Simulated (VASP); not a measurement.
# P (I4_1/amd) in VASP: further runs

Runs on P. Level: PBE. Tasks: single point.

Everything below comes from runs of VASP 6.6.1. Logs are shortened: lines on timing, memory, paths and dates and some standing lists are left out, and cuts for length are marked.

## Step 1: The cell of the first run

It takes space group I4_1/amd (No. 141, tetragonal). The conventional cell has a = 7.649 Å, b = 7.649 Å, c = 7.471 Å, α = 90.00°, β = 90.00°, γ = 90.00°. Within 3.0 Å of P (site symmetry m) lie 3 P at 2.24 to 2.26 Å.

The cell was generated, and may not be a known phase.

## Step 2: Single point, PBE

INCAR reads:

```
PREC = Accurate
ENCUT = 520
EDIFF = 1E-6
ISMEAR = 0
SIGMA = 0.1
LREAL = False
LASPH = True
NELM = 80
ALGO = Normal
ISIF = 2
LWAVE = False
LCHARG = True
GGA = PE
LELF = True
LVHAR = True
NBANDS = 30
```

KPOINTS reads:

```
regular mesh
0
Gamma
  4 4 4
```

POSCAR reads:

```
P
1.0
   -3.8243373000      3.8243373000      3.7355053000
    3.8243373000     -3.8243373000      3.7355053000
    3.8243373000      3.8243373000     -3.7355053000
P
8
Direct
    0.7735960000      0.9812055000      0.7923905000
    0.1888150000      0.9812055000      0.2076095000
    0.7312055000      0.4388150000      0.7076095000
    0.7312055000      0.0235960000      0.2923905000
    0.5611850000      0.2687945000      0.2923905000
    0.9764040000      0.2687945000      0.7076095000
    0.0187945000      0.8111850000      0.7923905000
    0.0187945000      0.2264040000      0.2076095000
```

Potentials or basis: VASP PAW PBE potentials, release 64 (P).

Started as:

```console
$ cat potpaw_PBE.64/P/POTCAR > POTCAR
$ mpirun -np 1 vasp_std > vasp.out
```

OUTCAR:

```text
PREC = Accurate
   ENCUT = 520
   EDIFF = 1E-6
   ISMEAR = 0
   LREAL = False
   LASPH = True
   NELM = 80
   ISIF = 2
   GGA = PE

 ion  position               nearest neighbor table
   1  0.774  0.981  0.792-   6 2.24   8 2.26   7 2.26
   2  0.189  0.981  0.208-   5 2.24   7 2.26   8 2.26
   3  0.731  0.439  0.708-   7 2.24   5 2.26   6 2.26
   4  0.731  0.024  0.292-   8 2.24   6 2.26   5 2.26
   5  0.561  0.269  0.292-   2 2.24   3 2.26   4 2.26
   6  0.976  0.269  0.708-   1 2.24   4 2.26   3 2.26
   7  0.019  0.811  0.792-   3 2.24   2 2.26   1 2.26
   8  0.019  0.226  0.208-   4 2.24   1 2.26   2 2.26

  LATTYP: Found a body centered tetragonal cell.
 ALAT       =     7.6486746000
 C/A-ratio  =     0.9767719233

  Lattice vectors:

 A1 = (  -3.8243373000,   3.8243373000,   3.7355053000)
 A2 = (   3.8243373000,  -3.8243373000,   3.7355053000)
 A3 = (   3.8243373000,   3.8243373000,  -3.7355053000)

Analysis of symmetry for initial positions (statically):
=====================================================================
 Subroutine PRICEL returns:
 Original cell was already a primitive cell.

 Routine SETGRP: Setting up the symmetry group for a
 body centered tetragonal supercell.

 Subroutine GETGRP returns: Found 16 space group operations
 (whereof  8 operations were pure point group operations)
 out of a pool of 16 trial point group operations.

The static configuration has the point symmetry D_2d.
 The point group associated with its full space group is D_4h.

Analysis of symmetry for dynamics (positions and initial velocities):
=====================================================================
 Subroutine PRICEL returns:
 Original cell was already a primitive cell.

 Routine SETGRP: Setting up the symmetry group for a
 body centered tetragonal supercell.

 Subroutine GETGRP returns: Found 16 space group operations
 (whereof  8 operations were pure point group operations)
 out of a pool of 16 trial point group operations.

The dynamic configuration has the point symmetry D_2d.
 The point group associated with its full space group is D_4h.

 Subroutine INISYM returns: Found 16 space group operations
[... 96 lines left out ...]
   NELM   =     80;   NELMIN=  2; NELMDL= -5     # of ELM steps
   EDIFF  = 0.1E-05   stopping-criterion for ELM
   LREAL  =      F    real-space projection
   EDIFFG = 0.1E-04   stopping-criterion for IOM
   NSW    =      0    number of steps for IOM
   IBRION =     -1    ionic relax: 0-MD 1-quasi-New 2-CG
   NFREE  =      0    steps in history (QN), initial steepest desc. (CG)
   ISIF   =      2    stress and relaxation
   ISYM   =      2    0-nonsym 1-usesym 2-fastsym
   POTIM  = 0.5000    time-step for ionic-motion
   TEBEG  =    0.0;   TEEND  =   0.0 temperature during run
   PSTRESS=    0.0 pullay stress
   NELECT =      40.0000    total number of electrons
   NUPDOWN=      -1.0000    fix difference up-down
   EMIN   =  10.00;   EMAX   =-10.00  energy-range for DOS
   EFERMI =   0.00;   METHOD = LEGACY
   ISMEAR =     0;   SIGMA  =   0.10  broadening in eV -4-tet -1-fermi 0-gaus
   EFERMI_NEDOS =   21; number of points for ismear=-14 and -15
   IALGO  =     38    algorithm
   IMIX   =      4    mixing-type and parameters
     AMIX     =   0.40;   BMIX     =  1.00
     AMIX_MAG =   1.60;   BMIX_MAG =  1.00
  volume/ion in A,a.u.               =      27.32       184.34
  Fermi-wavevector in a.u.,A,eV,Ry     =   0.929510  1.756520 11.755292  0.863990
  Thomas-Fermi vector in A             =   2.055801
   LORBIT       =      0    0 simple, 1 ext, 2 COOP (PROOUT), +10 PAW based schemes
   GGA     = PE    functional components
   LHFCALC =     F    Hartree Fock is set to
   AEXX    =    0.0000 exact exchange contribution
   IVDW    =     0    specifies the selected vdW correction
   LEPSILON=     F    determine dielectric tensor
   LRPA    =     F    only Hartree local field effects (RPA)
 non-spin polarized calculation
 Gauss-broadening in eV      SIGMA  =   0.10
  energy-cutoff  :      520.00
  volume of cell :      218.54
 maximum number of plane-waves:      5898
 NGX is ok and might be reduce to    50
   NGX = 25   NGY = 25   NGZ = 25

 number of electron      40.0000002 magnetization

 Free energy of the ion-electron system (eV)
  ---------------------------------------------------
  ext. energy  EPLUGINS =         0.00000000
  ---------------------------------------------------
  free energy    TOTEN  =       -42.60773858 eV

  energy without entropy =      -42.60773858  energy(sigma->0) =      -42.60773858

 E-fermi :   2.4987     XC(G=0):  -7.8641

 val. band max:        2.0357069507   @ k =   0.5000   0.5000   0.5000
 cond. band min:       3.9278066368   @ k =   0.5000   0.0000  -0.0000
 fundamental gap:      1.8920996861
 Fermi energy:         2.4987087492

 k-point     1 :       0.0000    0.0000    0.0000
  band No.  band energies     occupation
      1     -12.1439      2.00000
      2      -9.6035      2.00000
      3      -9.2437      2.00000
      4      -9.2437      2.00000
      5      -6.6749      2.00000
      6      -6.4514      2.00000
[... 418 lines left out ...]
     29       7.8950      0.00000
     30       7.8950      0.00000

------------------------ aborting loop because EDIFF is reached ----------------------------------------

  FORCE on cell =-STRESS in cart. coord.  units (eV):
  Direction    XX          YY          ZZ          XY          YZ          ZX
  --------------------------------------------------------------------------------------
  -------------------------------------------------------------------------------------
  Total       -0.3270229     -0.3270229     -0.3107445      0.0000000      0.0000000      0.0000000
  in kB       -2.3975461     -2.3975461     -2.2782023      0.0000000      0.0000000      0.0000000
  external PRESSURE =      -2.3577648 kB  Pullay stress =       0.0000000 kB

 VOLUME and BASIS-vectors are now :
 -----------------------------------------------------------------------------
  energy-cutoff  :      520.00
  volume of cell :      218.54
      direct lattice vectors                 reciprocal lattice vectors
    -3.824337300  3.824337300  3.735505300     0.000000000  0.130741606  0.133850700
     3.824337300 -3.824337300  3.735505300     0.130741606  0.000000000  0.133850700
     3.824337300  3.824337300 -3.735505300     0.130741606  0.130741606  0.000000000

 POSITION                                       TOTAL-FORCE (eV/Angst)
 -----------------------------------------------------------------------------------
      3.82434      2.23640      3.59509        -0.000000      0.047466      0.057109
      3.82434     -2.23640      3.59509        -0.000000     -0.047466      0.057109
      1.58794      3.82434      1.72734        -0.047466      0.000000      0.057109
     -1.58794      3.82434      1.72734         0.047466      0.000000      0.057109
     -0.00000      2.23640      2.00817        -0.000000      0.047466     -0.057109
     -0.00000      5.41227      2.00817         0.000000     -0.047466     -0.057109
      6.06074      0.00000      0.14041         0.047466      0.000000     -0.057109
      1.58794     -0.00000      0.14041        -0.047466      0.000000     -0.057109
 -----------------------------------------------------------------------------------
    total drift:                               -0.000000     -0.000000      0.000000

  FREE ENERGIE OF THE ION-ELECTRON SYSTEM (eV)
  ---------------------------------------------------
  free  energy   TOTEN  =       -42.6077385825 eV

  energy  without entropy=      -42.6077385825  energy(sigma->0) =      -42.60773858
```

Run time: 2.6 min. Hardware: 1 thread of Oxide Virtual Turin-like, shared host; peak memory 0.31 GiB.

Results:

```
Free energy            : -42.6077 eV
Pressure               : -0.2 GPa
Largest force          : 0.074 eV/Å
Band gap on the k mesh : 1.89 eV (least direct gap 2.00 eV)
```

Forces on the atoms (eV/Å):
```
P    0.000  0.047  0.057
P    0.000 -0.047  0.057
P   -0.047  0.000  0.057
P    0.047  0.000  0.057
P    0.000  0.047 -0.057
P    0.000 -0.047 -0.057
P    0.047  0.000 -0.057
P   -0.047  0.000 -0.057
```

Levels at points of the mesh, in eV from the valence-band top:
```tsv
k point	band 16	band 17	band 18	band 19	band 20	band 21	band 22	band 23	band 24	band 25
(0.00, 0.00, 0.00)	-2.01	-1.94	-0.67	-0.26	-0.26	2.28	2.28	2.52	3.34	3.34
(0.50, 0.00, 0.00)	-1.86	-0.90	-0.68	-0.28	-0.11	1.89	2.52	2.60	2.96	3.30
(0.50, 0.50, 0.00)	-1.16	-0.76	-0.76	-0.64	-0.64	2.40	2.40	2.63	2.63	3.48
(0.50, 0.50, 0.50)	-1.86	-0.68	-0.68	0.00	0.00	2.30	2.30	2.87	2.87	3.16
```

## Step 3: Single point, PBE

INCAR reads:

```
SYSTEM = P
ALGO = Normal
EDIFF = 1E-6
ENCUT = 520
GGA = PE
ISIF = 2
ISMEAR = 0
LASPH = .TRUE.
LCHARG = .FALSE.
LREAL = .FALSE.
LWAVE = .FALSE.
NBANDS = 30
NELM = 100
PREC = Accurate
SIGMA = 0.1
```

KPOINTS reads:

```
k-points
0
G
  4 4 4
  0 0 0
```

POSCAR is that of step 2.

Potentials or basis: VASP PAW PBE potentials, release 64 (P).

Started as:

```console
$ cat potpaw_PBE.64/P/POTCAR > POTCAR
$ mpirun -np 1 vasp_std > vasp.out
```

OUTCAR:

```text
SYSTEM = P
   EDIFF = 1E-6
   ENCUT = 520
   GGA = PE
   ISIF = 2
   ISMEAR = 0
   LASPH = .TRUE.
   LREAL = .FALSE.
   NELM = 100
   PREC = Accurate

 ion  position               nearest neighbor table
   1  0.774  0.981  0.792-   6 2.24   8 2.26   7 2.26
   2  0.189  0.981  0.208-   5 2.24   7 2.26   8 2.26
   3  0.731  0.439  0.708-   7 2.24   5 2.26   6 2.26
   4  0.731  0.024  0.292-   8 2.24   6 2.26   5 2.26
   5  0.561  0.269  0.292-   2 2.24   3 2.26   4 2.26
   6  0.976  0.269  0.708-   1 2.24   4 2.26   3 2.26
   7  0.019  0.811  0.792-   3 2.24   2 2.26   1 2.26
   8  0.019  0.226  0.208-   4 2.24   1 2.26   2 2.26

  LATTYP: Found a body centered tetragonal cell.
 ALAT       =     7.6486746000
 C/A-ratio  =     0.9767719233

  Lattice vectors:

 A1 = (  -3.8243373000,   3.8243373000,   3.7355053000)
 A2 = (   3.8243373000,  -3.8243373000,   3.7355053000)
 A3 = (   3.8243373000,   3.8243373000,  -3.7355053000)

Analysis of symmetry for initial positions (statically):
=====================================================================
 Subroutine PRICEL returns:
 Original cell was already a primitive cell.

 Routine SETGRP: Setting up the symmetry group for a
 body centered tetragonal supercell.

 Subroutine GETGRP returns: Found 16 space group operations
 (whereof  8 operations were pure point group operations)
 out of a pool of 16 trial point group operations.

The static configuration has the point symmetry D_2d.
 The point group associated with its full space group is D_4h.

Analysis of symmetry for dynamics (positions and initial velocities):
=====================================================================
 Subroutine PRICEL returns:
 Original cell was already a primitive cell.

[... 129 lines left out ...]
  volume/ion in A,a.u.               =      27.32       184.34
  Fermi-wavevector in a.u.,A,eV,Ry     =   0.929510  1.756520 11.755292  0.863990
  Thomas-Fermi vector in A             =   2.055801
   LORBIT       =      0    0 simple, 1 ext, 2 COOP (PROOUT), +10 PAW based schemes
   GGA     = PE    functional components
   LHFCALC =     F    Hartree Fock is set to
   AEXX    =    0.0000 exact exchange contribution
   IVDW    =     0    specifies the selected vdW correction
   LEPSILON=     F    determine dielectric tensor
   LRPA    =     F    only Hartree local field effects (RPA)
 non-spin polarized calculation
 Gauss-broadening in eV      SIGMA  =   0.10
  energy-cutoff  :      520.00
  volume of cell :      218.54
 maximum number of plane-waves:      5898
 NGX is ok and might be reduce to    50
   NGX = 25   NGY = 25   NGZ = 25

 number of electron      40.0000002 magnetization

 Free energy of the ion-electron system (eV)
  ---------------------------------------------------
  ext. energy  EPLUGINS =         0.00000000
  ---------------------------------------------------
  free energy    TOTEN  =       -42.60773858 eV

  energy without entropy =      -42.60773858  energy(sigma->0) =      -42.60773858

 E-fermi :   2.4987     XC(G=0):  -7.8641

 val. band max:        2.0357069507   @ k =   0.5000   0.5000   0.5000
 cond. band min:       3.9278066368   @ k =   0.5000   0.0000  -0.0000
 fundamental gap:      1.8920996861
 Fermi energy:         2.4987087492

 k-point     1 :       0.0000    0.0000    0.0000
  band No.  band energies     occupation
      1     -12.1439      2.00000
      2      -9.6035      2.00000
      3      -9.2437      2.00000
      4      -9.2437      2.00000
      5      -6.6749      2.00000
      6      -6.4514      2.00000
[... 418 lines left out ...]
     29       7.8950      0.00000
     30       7.8950      0.00000

------------------------ aborting loop because EDIFF is reached ----------------------------------------

  FORCE on cell =-STRESS in cart. coord.  units (eV):
  Direction    XX          YY          ZZ          XY          YZ          ZX
  --------------------------------------------------------------------------------------
  -------------------------------------------------------------------------------------
  Total       -0.3270229     -0.3270229     -0.3107445      0.0000000      0.0000000      0.0000000
  in kB       -2.3975461     -2.3975461     -2.2782023      0.0000000      0.0000000      0.0000000
  external PRESSURE =      -2.3577648 kB  Pullay stress =       0.0000000 kB

 VOLUME and BASIS-vectors are now :
 -----------------------------------------------------------------------------
  energy-cutoff  :      520.00
  volume of cell :      218.54
      direct lattice vectors                 reciprocal lattice vectors
    -3.824337300  3.824337300  3.735505300     0.000000000  0.130741606  0.133850700
     3.824337300 -3.824337300  3.735505300     0.130741606  0.000000000  0.133850700
     3.824337300  3.824337300 -3.735505300     0.130741606  0.130741606  0.000000000

 POSITION                                       TOTAL-FORCE (eV/Angst)
 -----------------------------------------------------------------------------------
      3.82434      2.23640      3.59509        -0.000000      0.047466      0.057109
      3.82434     -2.23640      3.59509        -0.000000     -0.047466      0.057109
      1.58794      3.82434      1.72734        -0.047466      0.000000      0.057109
     -1.58794      3.82434      1.72734         0.047466      0.000000      0.057109
     -0.00000      2.23640      2.00817        -0.000000      0.047466     -0.057109
     -0.00000      5.41227      2.00817         0.000000     -0.047466     -0.057109
      6.06074      0.00000      0.14041         0.047466      0.000000     -0.057109
      1.58794     -0.00000      0.14041        -0.047466      0.000000     -0.057109
 -----------------------------------------------------------------------------------
    total drift:                               -0.000000     -0.000000      0.000000

  FREE ENERGIE OF THE ION-ELECTRON SYSTEM (eV)
  ---------------------------------------------------
  free  energy   TOTEN  =       -42.6077385825 eV

  energy  without entropy=      -42.6077385825  energy(sigma->0) =      -42.60773858
```

OSZICAR:

```text
N       E                     dE             d eps       ncg     rms          rms(c)
DAV:   1     0.172307078512E+03    0.17231E+03   -0.15991E+04   780   0.110E+03
DAV:   2    -0.275080510013E+02   -0.19982E+03   -0.19303E+03   980   0.182E+02
DAV:   3    -0.427129098554E+02   -0.15205E+02   -0.15031E+02  1000   0.523E+01
DAV:   4    -0.430436199643E+02   -0.33071E+00   -0.32931E+00  1074   0.890E+00
DAV:   5    -0.430531578079E+02   -0.95378E-02   -0.95338E-02  1102   0.146E+00    0.140E+01
DAV:   6    -0.427229951029E+02    0.33016E+00   -0.28409E-01   946   0.203E+00    0.814E+00
DAV:   7    -0.426039671861E+02    0.11903E+00   -0.44476E-01   954   0.255E+00    0.647E-01
DAV:   8    -0.426069454430E+02   -0.29783E-02   -0.53492E-02   948   0.102E+00    0.310E-01
DAV:   9    -0.426073894198E+02   -0.44398E-03   -0.23894E-03  1114   0.229E-01    0.164E-01
DAV:  10    -0.426076681932E+02   -0.27877E-03   -0.72908E-04   968   0.114E-01    0.799E-02
DAV:  11    -0.426077264101E+02   -0.58217E-04   -0.14790E-04   952   0.577E-02    0.215E-02
DAV:  12    -0.426077310138E+02   -0.46037E-05   -0.66775E-06  1118   0.125E-02    0.129E-02
DAV:  13    -0.426077380426E+02   -0.70288E-05   -0.14812E-05   936   0.178E-02    0.678E-03
DAV:  14    -0.426077385825E+02   -0.53993E-06   -0.55906E-07   614   0.343E-03
   1 F= -.42607739E+02 E0= -.42607739E+02  d E =-.863614E-12
```

stdout:

```text
POSCAR found type information on POSCAR P
 POSCAR found :  1 types and       8 ions
 scaLAPACK will be used
 LDA part: xc-table for (Slater+PW92), standard interpolation
 POSCAR, INCAR and KPOINTS ok, starting setup
 FFT: planning ... GRIDC
 FFT: planning ... GRID_SOFT
 FFT: planning ... GRID
 WAVECAR not read
 entering main loop
```

Wall time 2.3 min (1 thread of Oxide Virtual Turin-like, shared host); peak memory 0.31 GiB.

Results:

```yaml
Free_energy: -42.6077 eV
Pressure: -0.2 GPa
Largest_force: 0.074 eV/Å
Band_gap_on_the_k_mesh: 1.89 eV (least direct gap 2.00 eV)
```

Forces in eV/Å, atoms in the order of the input:
```
P    0.000  0.047  0.057
P    0.000 -0.047  0.057
P   -0.047  0.000  0.057
P    0.047  0.000  0.057
P    0.000  0.047 -0.057
P    0.000 -0.047 -0.057
P    0.047  0.000 -0.057
P   -0.047  0.000 -0.057
```

A k mesh can miss the band edges.

## Step 4: Single point, PBE

INCAR reads:

```
SYSTEM = P
ALGO = Normal
EDIFF = 1E-6
ENCUT = 520
GGA = PE
ISIF = 2
ISMEAR = 0
LASPH = .True.
LCHARG = .False.
LREAL = .False.
LWAVE = .False.
NBANDS = 30
NELM = 80
PREC = Accurate
SIGMA = 0.02
```

KPOINTS reads:

```
k-points
0
Gamma
  6 6 6
  0 0 0
```

POSCAR is that of step 3.

Started as:

```console
$ cat potpaw_PBE.64/P/POTCAR > POTCAR
$ mpirun -np 1 vasp_std > vasp.out
```

Run time: 4.9 min. Hardware: 1 thread of Oxide Virtual Turin-like, shared host; peak memory 0.35 GiB.

Results (log left out):

```
Free energy            : -42.6161 eV
Pressure               : -0.2 GPa
Largest force          : 0.073 eV/Å
Band gap on the k mesh : 1.89 eV (least direct gap 2.00 eV)
```

Forces on the atoms (eV/Å):
```
P    0.000  0.042  0.059
P    0.000 -0.042  0.059
P   -0.042  0.000  0.059
P    0.042  0.000  0.059
P    0.000  0.042 -0.059
P    0.000 -0.042 -0.059
P    0.042  0.000 -0.059
P   -0.042  0.000 -0.059
```

Levels at points of the mesh, in eV from the valence-band top:
| k point | band 17 | band 18 | band 19 | band 20 | band 21 | band 22 | band 23 | band 24 |
| --- | --- | --- | --- | --- | --- | --- | --- | --- |
| (0.00, 0.00, 0.00) | -1.94 | -0.67 | -0.26 | -0.26 | 2.28 | 2.28 | 2.52 | 3.34 |
| (0.50, 0.00, 0.00) | -0.90 | -0.68 | -0.28 | -0.11 | 1.89 | 2.52 | 2.60 | 2.96 |
| (0.50, 0.50, 0.00) | -0.76 | -0.76 | -0.64 | -0.64 | 2.40 | 2.40 | 2.63 | 2.63 |
| (0.50, 0.50, 0.50) | -0.68 | -0.68 | 0.00 | 0.00 | 2.30 | 2.30 | 2.87 | 2.87 |

A k mesh can miss the band edges.
